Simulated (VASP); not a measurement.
Re, 1 atom in the cell. It takes space group Fm-3m (No. 225, cubic). Conventional cell: a = 3.950 Å, b = 3.950 Å, c = 3.950 Å, α = 90.00°, β = 90.00°, γ = 90.00°. Re (site symmetry m-3m) has 12 Re at 2.79 Å within 3.7 Å. This isn't the form of Re at room conditions, which is hcp.

```yaml
Program: VASP 6.6.1
Task: single point
Functional: r2SCAN
Potentials_or_basis: VASP PAW PBE potentials, release 64 (Re)
Cutoff: 660 eV
k_mesh: 8 × 8 × 8
Occupations: gaussian, width 0.1 eV
Spin: no spin polarisation
Dipole_correction: no
Further_INCAR_settings: ALGO = Normal; EDIFF = 1e-06; NBANDS = 10
```

Potentials or basis: VASP PAW PBE potentials, release 64 (Re).

Run with:

```sh
$ cat potpaw_PBE.64/Re/POTCAR > POTCAR
$ cp INCAR.step1 INCAR
$ mpirun -np 1 vasp_std > vasp.out
$ cp INCAR.step2 INCAR
$ mpirun -np 1 vasp_std > vasp.out
```

Hardware: 1 thread of AMD EPYC 7R43 64-Core Processor (Zen 3), on a shared host.

How long does it take, and how much memory?

It took 27 s on 1 thread of AMD EPYC 7R43 64-Core Processor (Zen 3) (shared host), peak memory 0.12 GiB. Counts: k points 29.
